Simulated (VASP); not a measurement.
# YCu2S2 (P-3m1) in VASP: single point with PBE

Aim: the single point of YCu2S2 with PBE.

Everything below comes from runs of VASP 6.6.1. Logs are shortened: lines on timing, memory, paths and dates and some standing lists are left out, and cuts for length are marked.

### Step 1. The cell of the first run

It takes space group P-3m1 (No. 164, trigonal). The conventional cell has a = 3.927 Å, b = 3.927 Å, c = 6.414 Å, α = 90.00°, β = 90.00°, γ = 120.00°. Y (site symmetry -3m) has 6 S at 2.84 Å and 6 Cu at 3.15 Å within 3.7 Å. Within 3.2 Å of Cu (site symmetry 3m) lie 4 S at 2.32 to 2.51 Å and 3 Cu at 3.04 Å and 3 Y at 3.15 Å. Within 3.1 Å of S (site symmetry 3m) lie 4 Cu at 2.32 to 2.51 Å and 3 Y at 2.84 Å.

### Step 2. Single point, PBE

Contents of INCAR:

```
SYSTEM = YCu2S2
PREC = Accurate ; ENCUT = 520
EDIFF = 1E-6 ; ISMEAR = -1
SIGMA = 0.1 ; LREAL = .False.
LASPH = .True. ; NELM = 60
ALGO = Normal ; ISIF = 2
LWAVE = .False. ; LCHARG = .False.
GGA = PE ; NBANDS = 30
```

Contents of KPOINTS:

```
Automatic mesh
0
Gamma
  6 6 3
  0 0 0
```

Contents of POSCAR:

```
YCu2S2
1.0
    3.9274043200      0.0000000000      0.0000000000
   -1.9637021600      3.4012319100      0.0000000000
    0.0000000000      0.0000000000      6.4141120000
Y Cu S
1 2 2
Direct
    0.0000000000      0.0000000000      0.0000000000
    0.6666666703      0.3333333304      0.6583609999
    0.3333333297      0.6666666696      0.3416390001
    0.6666666703      0.3333333304      0.2673939994
    0.3333333297      0.6666666696      0.7326060006
```

Potentials or basis: VASP PAW PBE potentials, release 64 (Y_sv, Cu, S).

Run with:

```bash
$ cat potpaw_PBE.64/Y_sv/POTCAR potpaw_PBE.64/Cu/POTCAR potpaw_PBE.64/S/POTCAR > POTCAR
$ mpirun -np 1 vasp_std > vasp.out
```

OUTCAR:

```text
SYSTEM = YCu2S2
   PREC = Accurate
   ENCUT = 520
   EDIFF = 1E-6
   ISMEAR = -1
   LREAL = .False.
   LASPH = .True.
   NELM = 60
   ISIF = 2
   GGA = PE

 ion  position               nearest neighbor table
   1  0.000  0.000  0.000-   4 2.84   5 2.84   5 2.84   4 2.84   4 2.84   5 2.84   2 3.15   3 3.15
                             3 3.15   2 3.15   3 3.15   2 3.15
   2  0.667  0.333  0.658-   5 2.32   5 2.32   5 2.32   4 2.51   1 3.15   1 3.15   1 3.15
   3  0.333  0.667  0.342-   4 2.32   4 2.32   4 2.32   5 2.51   1 3.15   1 3.15   1 3.15
   4  0.667  0.333  0.267-   3 2.32   3 2.32   3 2.32   2 2.51   1 2.84   1 2.84   1 2.84
   5  0.333  0.667  0.733-   2 2.32   2 2.32   2 2.32   3 2.51   1 2.84   1 2.84   1 2.84

  LATTYP: Found a hexagonal cell.
 ALAT       =     3.9274043200
 C/A-ratio  =     1.6331682397

  Lattice vectors:

 A1 = (   3.9274043200,   0.0000000000,   0.0000000000)
 A2 = (  -1.9637021600,   3.4012319100,   0.0000000000)
 A3 = (   0.0000000000,   0.0000000000,   6.4141120000)

Analysis of symmetry for initial positions (statically):
=====================================================================
 Subroutine PRICEL returns:
 Original cell was already a primitive cell.

 Routine SETGRP: Setting up the symmetry group for a
 hexagonal supercell.

 Subroutine GETGRP returns: Found 12 space group operations
 (whereof 12 operations were pure point group operations)
 out of a pool of 24 trial point group operations.

The static configuration has the point symmetry D_3d.

Analysis of symmetry for dynamics (positions and initial velocities):
=====================================================================
 Subroutine PRICEL returns:
 Original cell was already a primitive cell.

 Routine SETGRP: Setting up the symmetry group for a
 hexagonal supercell.

 Subroutine GETGRP returns: Found 12 space group operations
 (whereof 12 operations were pure point group operations)
 out of a pool of 24 trial point group operations.

The dynamic configuration has the point symmetry D_3d.

 Subroutine INISYM returns: Found 12 space group operations
 (whereof 12 operations are pure point group operations),
 and found     1 'primitive' translations

----------------------------------------------------------------------------------------

                                     Primitive cell

  volume of cell :      85.6798

  direct lattice vectors                    reciprocal lattice vectors
     3.927404320  0.000000000  0.000000000     0.254621098  0.147005560  0.000000000
    -1.963702160  3.401231910  0.000000000     0.000000000  0.294011119  0.000000000
     0.000000000  0.000000000  6.414112000     0.000000000  0.000000000  0.155906227

  length of vectors
     3.927404320  3.927404318  6.414112000     0.294011119  0.294011119  0.155906227

  position of ions in fractional coordinates (direct lattice)
     0.000000000  0.000000000  0.000000000
     0.666666670  0.333333330  0.658361000
     0.333333330  0.666666670  0.341639000
     0.666666670  0.333333330  0.267393999
     0.333333330  0.666666670  0.732606001

  ion indices of the primitive-cell ions
   primitive index   ion index
                 1           1
                 2           2
                 3           3
                 4           4
                 5           5

----------------------------------------------------------------------------------------

 KPOINTS: Automatic mesh

Automatic generation of k-mesh.
 Grid dimensions read from file:
 generate k-points for:    6    6    3

 Generating k-lattice:

  Cartesian coordinates                     Fractional coordinates (reciprocal lattice)
     0.042436850  0.024500927  0.000000000     0.166666667 -0.000000000  0.000000000
     0.000000000  0.049001853  0.000000000     0.000000000  0.166666667  0.000000000
     0.000000000  0.000000000  0.051968742     0.000000000  0.000000000  0.333333333

  Length of vectors
     0.049001853  0.049001853  0.051968742

  Shift w.r.t. Gamma in fractional coordinates (k-lattice)
     0.000000000  0.000000000  0.000000000

 Subroutine IBZKPT returns following result:
 ===========================================

 Found     17 irreducible k-points:

 Following reciprocal coordinates:
            Coordinates               Weight
  0.000000  0.000000  0.000000      1.000000
  0.166667 -0.000000  0.000000      6.000000
  0.333333 -0.000000  0.000000      6.000000
  0.500000 -0.000000  0.000000      3.000000
  0.166667  0.166667  0.000000      6.000000
  0.333333  0.166667  0.000000     12.000000
[... 9 lines left out ...]
 -0.166667  0.500000  0.333333     12.000000
  0.333333  0.333333  0.333333      4.000000
   k-points           NKPTS =     17   k-points in BZ     NKDIM =     17   number of bands    NBANDS=     30
   number of dos      NEDOS =    301   number of ions     NIONS =      5
   total plane-waves  NPLWV =  43200
   dimension x,y,z NGX =    30 NGY =   30 NGZ =   48
   dimension x,y,z NGXF=    60 NGYF=   60 NGZF=   96
   ions per type =               1   2   2
   NGX,Y,Z   is equivalent  to a cutoff of  12.70, 12.70, 12.44 a.u.
   NGXF,Y,Z  is equivalent  to a cutoff of  25.40, 25.40, 24.88 a.u.
 SYSTEM =  YCu2S2
   PREC   = accura    normal or accurate (medium, high low for compatibility)
   ISTART =      0    job   : 0-new  1-cont  2-samecut
   ICHARG =      2    charge: 1-file 2-atom 10-const
   ISPIN  =      1    spin polarized calculation?
   LNONCOLLINEAR =      F non collinear calculations
   LSORBIT =      F    spin-orbit coupling
   LASPH  =      T    aspherical Exc in radial PAW
   ENCUT  =  520.0 eV  38.22 Ry    6.18 a.u.   7.30  7.30 11.93*2*pi/ulx,y,z
   NELM   =     60;   NELMIN=  2; NELMDL= -5     # of ELM steps
   EDIFF  = 0.1E-05   stopping-criterion for ELM
   LREAL  =      F    real-space projection
   EDIFFG = 0.1E-04   stopping-criterion for IOM
   NSW    =      0    number of steps for IOM
   IBRION =     -1    ionic relax: 0-MD 1-quasi-New 2-CG
   NFREE  =      0    steps in history (QN), initial steepest desc. (CG)
   ISIF   =      2    stress and relaxation
   ISYM   =      2    0-nonsym 1-usesym 2-fastsym
   POTIM  = 0.5000    time-step for ionic-motion
   TEBEG  =    0.0;   TEEND  =   0.0 temperature during run
   PSTRESS=    0.0 pullay stress
   NELECT =      45.0000    total number of electrons
   NUPDOWN=      -1.0000    fix difference up-down
   EMIN   =  10.00;   EMAX   =-10.00  energy-range for DOS
   EFERMI =   0.00;   METHOD = LEGACY
   ISMEAR =    -1;   SIGMA  =   0.10  broadening in eV -4-tet -1-fermi 0-gaus
   EFERMI_NEDOS =   21; number of points for ismear=-14 and -15
   IALGO  =     38    algorithm
   IMIX   =      4    mixing-type and parameters
     AMIX     =   0.40;   BMIX     =  1.00
     AMIX_MAG =   1.60;   BMIX_MAG =  1.00
  volume/ion in A,a.u.               =      17.14       115.64
  Fermi-wavevector in a.u.,A,eV,Ry     =   1.320848  2.496041 23.737264  1.744640
  Thomas-Fermi vector in A             =   2.450645
   LORBIT       =      0    0 simple, 1 ext, 2 COOP (PROOUT), +10 PAW based schemes
   GGA     = PE    functional components
   LHFCALC =     F    Hartree Fock is set to
   AEXX    =    0.0000 exact exchange contribution
   IVDW    =     0    specifies the selected vdW correction
   LEPSILON=     F    determine dielectric tensor
   LRPA    =     F    only Hartree local field effects (RPA)
 non-spin polarized calculation
  energy-cutoff  :      520.00
  volume of cell :       85.68
 maximum number of plane-waves:      2316
 NGX is ok and might be reduce to    30
   NGX = 15   NGY = 15   NGZ = 23

 number of electron      44.9999980 magnetization

 Free energy of the ion-electron system (eV)
  ---------------------------------------------------
  ext. energy  EPLUGINS =         0.00000000
  ---------------------------------------------------
  free energy    TOTEN  =       -26.25644239 eV

  energy without entropy =      -26.18583699  energy(sigma->0) =      -26.22113969

 E-fermi :   7.4790     XC(G=0): -10.8585

 val. band max:        7.4098545513   @ k =   0.0000   0.1667   0.3333
 cond. band min:       7.5137335880   @ k =  -0.1667   0.5000   0.3333
 fundamental gap:      0.1038790367
 Fermi energy:         7.4789750159

 k-point     1 :       0.0000    0.0000    0.0000
  band No.  band energies     occupation
      1     -36.2240      2.00000
      2     -16.3601      2.00000
      3     -16.1715      2.00000
      4     -16.1715      2.00000
      5      -8.3360      2.00000
      6      -7.3020      2.00000
[... 22 lines left out ...]
     29       9.2915      0.00000
     30      11.5635      0.00000

 k-point     2 :       0.1667   -0.0000    0.0000
  band No.  band energies     occupation
      1     -36.2201      2.00000
      2     -16.3415      2.00000
      3     -16.2365      2.00000
      4     -16.1848      2.00000
      5      -8.1357      2.00000
      6      -7.2888      2.00000
[... 22 lines left out ...]
     29       9.9173      0.00000
     30      11.6938      0.00000

 k-point     3 :       0.3333   -0.0000    0.0000
  band No.  band energies     occupation
      1     -36.2124      2.00000
      2     -16.3639      2.00000
      3     -16.3023      2.00000
      4     -16.2111      2.00000
      5      -7.6862      2.00000
      6      -7.2732      2.00000
[... 22 lines left out ...]
     29      10.7787      0.00000
     30      11.6305      0.00000

 k-point     4 :       0.5000   -0.0000    0.0000
  band No.  band energies     occupation
      1     -36.2085      2.00000
      2     -16.4243      2.00000
      3     -16.2837      2.00000
      4     -16.2243      2.00000
      5      -7.3643      2.00000
      6      -7.3362      2.00000
[... 22 lines left out ...]
     29      11.2632      0.00000
     30      12.1077      0.00000

 k-point     5 :       0.1667    0.1667    0.0000
  band No.  band energies     occupation
      1     -36.2143      2.00000
      2     -16.3191      2.00000
      3     -16.3137      2.00000
      4     -16.2169      2.00000
      5      -7.8098      2.00000
      6      -7.2711      2.00000
[... 22 lines left out ...]
     29      11.4274      0.00000
     30      11.7144      0.00000
[... 295 lines left out ...]
     29      11.2078      0.00000
     30      11.6247      0.00000

 k-point    15 :       0.3333    0.1667    0.3333
  band No.  band energies     occupation
      1     -36.2085      2.00000
      2     -16.3905      2.00000
      3     -16.2855      2.00000
      4     -16.2579      2.00000
      5      -7.5035      2.00000
      6      -7.1857      2.00000
[... 22 lines left out ...]
     29      11.1690      0.00000
     30      12.4060      0.00000

 k-point    16 :      -0.1667    0.5000    0.3333
  band No.  band energies     occupation
      1     -36.2085      2.00000
      2     -16.3905      2.00000
      3     -16.2854      2.00000
      4     -16.2579      2.00000
      5      -7.4500      2.00000
      6      -7.2468      2.00000
[... 22 lines left out ...]
     29      11.3391      0.00000
     30      11.8874      0.00000

 k-point    17 :       0.3333    0.3333    0.3333
  band No.  band energies     occupation
      1     -36.2066      2.00000
      2     -16.3434      2.00000
      3     -16.3434      2.00000
      4     -16.2758      2.00000
      5      -7.2824      2.00000
      6      -7.2824      2.00000
[... 22 lines left out ...]
     29      12.0111      0.00000
     30      12.0111      0.00000

------------------------ aborting loop because EDIFF is reached ----------------------------------------

  FORCE on cell =-STRESS in cart. coord.  units (eV):
  Direction    XX          YY          ZZ          XY          YZ          ZX
  --------------------------------------------------------------------------------------
  -------------------------------------------------------------------------------------
  Total        0.3696642      0.3696642      0.1649973      0.0000000      0.0000000     -0.0000000
  in kB        6.9125697      6.9125697      3.0853834      0.0000000      0.0000000     -0.0000000
  external PRESSURE =       5.6368409 kB  Pullay stress =       0.0000000 kB

 VOLUME and BASIS-vectors are now :
 -----------------------------------------------------------------------------
  energy-cutoff  :      520.00
  volume of cell :       85.68
      direct lattice vectors                 reciprocal lattice vectors
     3.927404320  0.000000000  0.000000000     0.254621098  0.147005560  0.000000000
    -1.963702160  3.401231910  0.000000000     0.000000000  0.294011119  0.000000000
     0.000000000  0.000000000  6.414112000     0.000000000  0.000000000  0.155906227

 POSITION                                       TOTAL-FORCE (eV/Angst)
 -----------------------------------------------------------------------------------
      0.00000      0.00000      0.00000         0.000000      0.000000      0.000000
      1.96370      1.13374      4.22280         0.000000     -0.000000      0.059887
     -0.00000      2.26749      2.19131        -0.000000      0.000000     -0.059887
      1.96370      1.13374      1.71510        -0.000000      0.000000     -0.049725
     -0.00000      2.26749      4.69902         0.000000      0.000000      0.049725
 -----------------------------------------------------------------------------------
    total drift:                                0.000000      0.000000      0.000000

  FREE ENERGIE OF THE ION-ELECTRON SYSTEM (eV)
  ---------------------------------------------------
  free  energy   TOTEN  =       -26.2564423852 eV

  energy  without entropy=      -26.1858369929  energy(sigma->0) =      -26.22113969
```

Run time: 43 s. Hardware: 1 thread of AMD EPYC 9R45 (Zen 5), shared host; peak memory 0.2 GiB.

What came out:

* Free energy: -26.2564 eV
* Pressure: 0.6 GPa
* Largest force: 0.060 eV/Å
* Band gap on the k mesh: zero (an odd number of electrons rules out a gap without spin polarisation)

Forces in eV/Å, atoms in the order of the input:
```
Y    0.000  0.000  0.000
Cu   0.000  0.000  0.060
Cu   0.000  0.000 -0.060
S    0.000  0.000 -0.050
S    0.000  0.000  0.050
```
